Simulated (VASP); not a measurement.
# Sn (Fd-3m) in VASP: single point with PBE

Aim: the single point of Sn with PBE.

All numbers are computed with VASP 6.6.1; they aren't measurements. Logs are shortened: lines on timing, memory, paths and dates and some standing lists are left out, and cuts for length are marked.

## (1) The cell of the first run

Symmetry: Fd-3m, No. 227, cubic system. The conventional cell has a = 6.467 Å, b = 6.467 Å, c = 6.467 Å, α = 90.00°, β = 90.00°, γ = 90.00°. Within 3.7 Å of Sn (site symmetry -43m) lie 4 Sn at 2.80 Å.

This isn't the form of Sn at room conditions, which is tetragonal (white tin).

## (2) Single point, PBE

Input file INCAR:

```
SYSTEM = Sn
ALGO = Normal ; EDIFF = 1E-6
ENCUT = 500 ; GGA = PE
GGA_COMPAT = .FALSE. ; ISIF = 2
ISMEAR = -1 ; LASPH = .TRUE.
LCHARG = .FALSE. ; LREAL = .FALSE.
LWAVE = .FALSE. ; NBANDS = 21
NELM = 120 ; PREC = Accurate
SIGMA = 0.15
```

Input file KPOINTS:

```
k-points
0
G
  7 7 7
  0 0 0
```

Input file POSCAR:

```
Sn
1.0
    0.0000000000      3.2333428000      3.2333428000
    3.2333428000      0.0000000000      3.2333428000
    3.2333428000      3.2333428000      0.0000000000
Sn
2
Direct
    0.0000000000      0.0000000000      0.0000000000
    0.2500000000      0.2500000000      0.2500000000
```

Potentials or basis: VASP PAW PBE potentials, release 64 (Sn_d).

The run is started by

```sh
$ cat potpaw_PBE.64/Sn_d/POTCAR > POTCAR
$ mpirun -np 1 vasp_std > vasp.out
```

OUTCAR:

```text
SYSTEM = Sn
   EDIFF = 1E-6
   ENCUT = 500
   GGA = PE
   ISIF = 2
   ISMEAR = -1
   LASPH = .TRUE.
   LREAL = .FALSE.
   NELM = 120
   PREC = Accurate

 ion  position               nearest neighbor table
   1  0.000  0.000  0.000-   2 2.80   2 2.80   2 2.80   2 2.80
   2  0.250  0.250  0.250-   1 2.80   1 2.80   1 2.80   1 2.80

  LATTYP: Found a face centered cubic cell.
 ALAT       =     6.4666856000

  Lattice vectors:

 A1 = (   0.0000000000,   3.2333428000,   3.2333428000)
 A2 = (   3.2333428000,   0.0000000000,   3.2333428000)
 A3 = (   3.2333428000,   3.2333428000,   0.0000000000)

Analysis of symmetry for initial positions (statically):
=====================================================================
 Subroutine PRICEL returns:
 Original cell was already a primitive cell.

 Routine SETGRP: Setting up the symmetry group for a
 face centered cubic supercell.

 Subroutine GETGRP returns: Found 48 space group operations
 (whereof 24 operations were pure point group operations)
 out of a pool of 48 trial point group operations.

The static configuration has the point symmetry T_d .
 The point group associated with its full space group is O_h .

Analysis of symmetry for dynamics (positions and initial velocities):
=====================================================================
 Subroutine PRICEL returns:
 Original cell was already a primitive cell.

 Routine SETGRP: Setting up the symmetry group for a
 face centered cubic supercell.

 Subroutine GETGRP returns: Found 48 space group operations
 (whereof 24 operations were pure point group operations)
 out of a pool of 48 trial point group operations.

The dynamic configuration has the point symmetry T_d .
 The point group associated with its full space group is O_h .

 Subroutine INISYM returns: Found 48 space group operations
 (whereof 24 operations are pure point group operations),
 and found     1 'primitive' translations

----------------------------------------------------------------------------------------

                                     Primitive cell

  volume of cell :      67.6060

  direct lattice vectors                    reciprocal lattice vectors
     0.000000000  3.233342800  3.233342800    -0.154638723  0.154638723  0.154638723
     3.233342800  0.000000000  3.233342800     0.154638723 -0.154638723  0.154638723
     3.233342800  3.233342800  0.000000000     0.154638723  0.154638723 -0.154638723

  length of vectors
     4.572637240  4.572637240  4.572637240     0.267842124  0.267842124  0.267842124

  position of ions in fractional coordinates (direct lattice)
     0.000000000  0.000000000  0.000000000
     0.250000000  0.250000000  0.250000000

  ion indices of the primitive-cell ions
   primitive index   ion index
                 1           1
                 2           2

----------------------------------------------------------------------------------------

 KPOINTS: k-points

Automatic generation of k-mesh.
 Grid dimensions read from file:
 generate k-points for:    7    7    7

 Generating k-lattice:

  Cartesian coordinates                     Fractional coordinates (reciprocal lattice)
    -0.022091246  0.022091246  0.022091246     0.142857143  0.000000000  0.000000000
     0.022091246 -0.022091246  0.022091246     0.000000000  0.142857143  0.000000000
     0.022091246  0.022091246 -0.022091246     0.000000000  0.000000000  0.142857143

  Length of vectors
     0.038263161  0.038263161  0.038263161

  Shift w.r.t. Gamma in fractional coordinates (k-lattice)
     0.000000000  0.000000000  0.000000000

 Subroutine IBZKPT returns following result:
 ===========================================

 Found     20 irreducible k-points:

 Following reciprocal coordinates:
            Coordinates               Weight
  0.000000  0.000000  0.000000      1.000000
  0.142857  0.000000  0.000000      8.000000
  0.285714  0.000000  0.000000      8.000000
  0.428571  0.000000  0.000000      8.000000
  0.142857  0.142857  0.000000      6.000000
  0.285714  0.142857  0.000000     24.000000
[... 12 lines left out ...]
 -0.428571  0.428571  0.142857     24.000000
 -0.285714  0.428571  0.142857     24.000000
   k-points           NKPTS =     20   k-points in BZ     NKDIM =     20   number of bands    NBANDS=     21
   number of dos      NEDOS =    301   number of ions     NIONS =      2
   total plane-waves  NPLWV =  46656
   dimension x,y,z NGX =    36 NGY =   36 NGZ =   36
   dimension x,y,z NGXF=    72 NGYF=   72 NGZF=   72
   ions per type =               2
   NGX,Y,Z   is equivalent  to a cutoff of  13.09, 13.09, 13.09 a.u.
   NGXF,Y,Z  is equivalent  to a cutoff of  26.18, 26.18, 26.18 a.u.
 SYSTEM =  Sn
   PREC   = accura    normal or accurate (medium, high low for compatibility)
   ISTART =      0    job   : 0-new  1-cont  2-samecut
   ICHARG =      2    charge: 1-file 2-atom 10-const
   ISPIN  =      1    spin polarized calculation?
   LNONCOLLINEAR =      F non collinear calculations
   LSORBIT =      F    spin-orbit coupling
   LASPH  =      T    aspherical Exc in radial PAW
   ENCUT  =  500.0 eV  36.75 Ry    6.06 a.u.   8.34  8.34  8.34*2*pi/ulx,y,z
   NELM   =    120;   NELMIN=  2; NELMDL= -5     # of ELM steps
   EDIFF  = 0.1E-05   stopping-criterion for ELM
   LREAL  =      F    real-space projection
   EDIFFG = 0.1E-04   stopping-criterion for IOM
   NSW    =      0    number of steps for IOM
   IBRION =     -1    ionic relax: 0-MD 1-quasi-New 2-CG
   NFREE  =      0    steps in history (QN), initial steepest desc. (CG)
   ISIF   =      2    stress and relaxation
   ISYM   =      2    0-nonsym 1-usesym 2-fastsym
   POTIM  = 0.5000    time-step for ionic-motion
   TEBEG  =    0.0;   TEEND  =   0.0 temperature during run
   PSTRESS=    0.0 pullay stress
   NELECT =      28.0000    total number of electrons
   NUPDOWN=      -1.0000    fix difference up-down
   EMIN   =  10.00;   EMAX   =-10.00  energy-range for DOS
   EFERMI =   0.00;   METHOD = LEGACY
   ISMEAR =    -1;   SIGMA  =   0.15  broadening in eV -4-tet -1-fermi 0-gaus
   EFERMI_NEDOS =   21; number of points for ismear=-14 and -15
   IALGO  =     38    algorithm
   IMIX   =      4    mixing-type and parameters
     AMIX     =   0.40;   BMIX     =  1.00
     AMIX_MAG =   1.60;   BMIX_MAG =  1.00
  volume/ion in A,a.u.               =      33.80       228.11
  Fermi-wavevector in a.u.,A,eV,Ry     =   1.220298  2.306028 20.260793  1.489126
  Thomas-Fermi vector in A             =   2.355520
   LORBIT       =      0    0 simple, 1 ext, 2 COOP (PROOUT), +10 PAW based schemes
   GGA     = PE    functional components
   LHFCALC =     F    Hartree Fock is set to
   AEXX    =    0.0000 exact exchange contribution
   IVDW    =     0    specifies the selected vdW correction
   LEPSILON=     F    determine dielectric tensor
   LRPA    =     F    only Hartree local field effects (RPA)
 non-spin polarized calculation
  energy-cutoff  :      500.00
  volume of cell :       67.61
 maximum number of plane-waves:      1759
 NGX is ok and might be reduce to    36
   NGX = 17   NGY = 17   NGZ = 17

 number of electron      28.0000008 magnetization

 Free energy of the ion-electron system (eV)
  ---------------------------------------------------
  ext. energy  EPLUGINS =         0.00000000
  ---------------------------------------------------
  free energy    TOTEN  =        -7.61957999 eV

  energy without entropy =       -7.59877574  energy(sigma->0) =       -7.60917786

 E-fermi :   5.7488     XC(G=0):  -8.9221

 val. band max:        5.4841931561   @ k =   0.1429   0.0000   0.0000
 cond. band min:       5.8019280764   @ k =   0.4286   0.0000   0.0000
 fundamental gap:      0.3177349203
 Fermi energy:         5.7488133443

 k-point     1 :       0.0000    0.0000    0.0000
  band No.  band energies     occupation
      1     -15.9489      2.00000
      2     -15.9489      2.00000
      3     -15.9489      2.00000
      4     -15.8877      2.00000
      5     -15.8877      2.00000
      6     -15.5700      2.00000
[... 13 lines left out ...]
     20      13.7420      0.00000
     21      13.7420      0.00000

 k-point     2 :       0.1429    0.0000    0.0000
  band No.  band energies     occupation
      1     -15.9624      2.00000
      2     -15.9624      2.00000
      3     -15.9440      2.00000
      4     -15.8684      2.00000
      5     -15.8684      2.00000
      6     -15.5957      2.00000
[... 13 lines left out ...]
     20      12.7654      0.00000
     21      12.7654      0.00000

 k-point     3 :       0.2857    0.0000    0.0000
  band No.  band energies     occupation
      1     -15.9784      2.00000
      2     -15.9784      2.00000
      3     -15.9325      2.00000
      4     -15.8409      2.00000
      5     -15.8409      2.00000
      6     -15.6193      2.00000
[... 13 lines left out ...]
     20      12.7841      0.00000
     21      12.7841      0.00000

 k-point     4 :       0.4286    0.0000    0.0000
  band No.  band energies     occupation
      1     -15.9853      2.00000
      2     -15.9853      2.00000
      3     -15.9229      2.00000
      4     -15.8269      2.00000
      5     -15.8269      2.00000
      6     -15.6295      2.00000
[... 13 lines left out ...]
     20      14.0525      0.00000
     21      14.0525      0.00000

 k-point     5 :       0.1429    0.1429    0.0000
  band No.  band energies     occupation
      1     -15.9601      2.00000
      2     -15.9601      2.00000
      3     -15.9578      2.00000
      4     -15.8711      2.00000
      5     -15.8471      2.00000
      6     -15.6346      2.00000
[... 13 lines left out ...]
     20      12.0188      0.00000
     21      13.9688      0.00000

 k-point     6 :       0.2857    0.1429    0.0000
  band No.  band energies     occupation
      1     -15.9846      2.00000
      2     -15.9742      2.00000
      3     -15.9381      2.00000
      4     -15.8467      2.00000
      5     -15.8138      2.00000
      6     -15.6694      2.00000
[... 13 lines left out ...]
     20      13.1372      0.00000
     21      13.7677      0.00000

 k-point     7 :       0.4286    0.1429    0.0000
  band No.  band energies     occupation
      1     -16.0023      2.00000
      2     -15.9862      2.00000
      3     -15.9097      2.00000
      4     -15.8214      2.00000
      5     -15.7995      2.00000
      6     -15.6776      2.00000
[... 13 lines left out ...]
     20      14.1983      0.00000
     21      14.6545      0.00000
[... 195 lines left out ...]
      1     -16.0142      2.00000
      2     -16.0019      2.00000
      3     -15.8626      2.00000
      4     -15.8287      2.00000
      5     -15.7273      2.00000
      6     -15.7180      2.00000
[... 13 lines left out ...]
     20      14.8261      0.00000
     21      16.0977      0.00000

 k-point    17 :       0.4286    0.2857    0.1429
  band No.  band energies     occupation
      1     -15.9973      2.00000
      2     -15.9956      2.00000
      3     -15.9086      2.00000
      4     -15.8230      2.00000
      5     -15.7783      2.00000
      6     -15.7059      2.00000
[... 13 lines left out ...]
     20      14.1018      0.00000
     21      14.7745      0.00000

 k-point    18 :      -0.4286    0.2857    0.1429
  band No.  band energies     occupation
      1     -16.0169      2.00000
      2     -16.0021      2.00000
      3     -15.8717      2.00000
      4     -15.7958      2.00000
      5     -15.7632      2.00000
      6     -15.7151      2.00000
[... 13 lines left out ...]
     20      14.2014      0.00000
     21      14.8951      0.00000

 k-point    19 :      -0.4286    0.4286    0.1429
  band No.  band energies     occupation
      1     -16.0125      2.00000
      2     -16.0101      2.00000
      3     -15.8638      2.00000
      4     -15.7918      2.00000
      5     -15.7608      2.00000
      6     -15.7024      2.00000
[... 13 lines left out ...]
     20      14.7966      0.00000
     21      16.0776      0.00000

 k-point    20 :      -0.2857    0.4286    0.1429
  band No.  band energies     occupation
      1     -16.0241      2.00000
      2     -16.0110      2.00000
      3     -15.8392      2.00000
      4     -15.7693      2.00000
      5     -15.7500      2.00000
      6     -15.7167      2.00000
[... 13 lines left out ...]
     20      14.5151      0.00000
     21      16.3084      0.00000

------------------------ aborting loop because EDIFF is reached ----------------------------------------

  FORCE on cell =-STRESS in cart. coord.  units (eV):
  Direction    XX          YY          ZZ          XY          YZ          ZX
  --------------------------------------------------------------------------------------
  -------------------------------------------------------------------------------------
  Total        1.6323953      1.6323953      1.6323953      0.0000000     -0.0000000     -0.0000000
  in kB       38.6857180     38.6857180     38.6857180      0.0000000     -0.0000000     -0.0000000
  external PRESSURE =      38.6857180 kB  Pullay stress =       0.0000000 kB

 VOLUME and BASIS-vectors are now :
 -----------------------------------------------------------------------------
  energy-cutoff  :      500.00
  volume of cell :       67.61
      direct lattice vectors                 reciprocal lattice vectors
     0.000000000  3.233342800  3.233342800    -0.154638723  0.154638723  0.154638723
     3.233342800  0.000000000  3.233342800     0.154638723 -0.154638723  0.154638723
     3.233342800  3.233342800  0.000000000     0.154638723  0.154638723 -0.154638723

 POSITION                                       TOTAL-FORCE (eV/Angst)
 -----------------------------------------------------------------------------------
      0.00000      0.00000      0.00000         0.000000      0.000000      0.000000
      1.61667      1.61667      1.61667        -0.000000     -0.000000     -0.000000
 -----------------------------------------------------------------------------------
    total drift:                                0.000000      0.000000      0.000000

  FREE ENERGIE OF THE ION-ELECTRON SYSTEM (eV)
  ---------------------------------------------------
  free  energy   TOTEN  =        -7.6195799887 eV

  energy  without entropy=       -7.5987757401  energy(sigma->0) =       -7.60917786
```

Wall time 15 s (1 thread of Intel Xeon Platinum 8559C (Emerald Rapids), shared host); peak memory 0.19 GiB.

Results:

- Free energy: -7.6196 eV
- Pressure: 3.9 GPa
- Band gap on the k mesh: zero (bands 14 and 15 overlap by 0.04 eV)

Levels at points of the mesh, in eV from the Fermi level:
| k point | band 12 | band 13 | band 14 | band 15 | band 16 | band 17 |
| --- | --- | --- | --- | --- | --- | --- |
| (0.00, 0.00, 0.00) | -0.56 | 0.09 | 0.09 | 0.09 | 2.17 | 2.17 |

Caveat: the cell stands under pressure; spin-orbit coupling is left out, which moves the levels of the heavy elements.
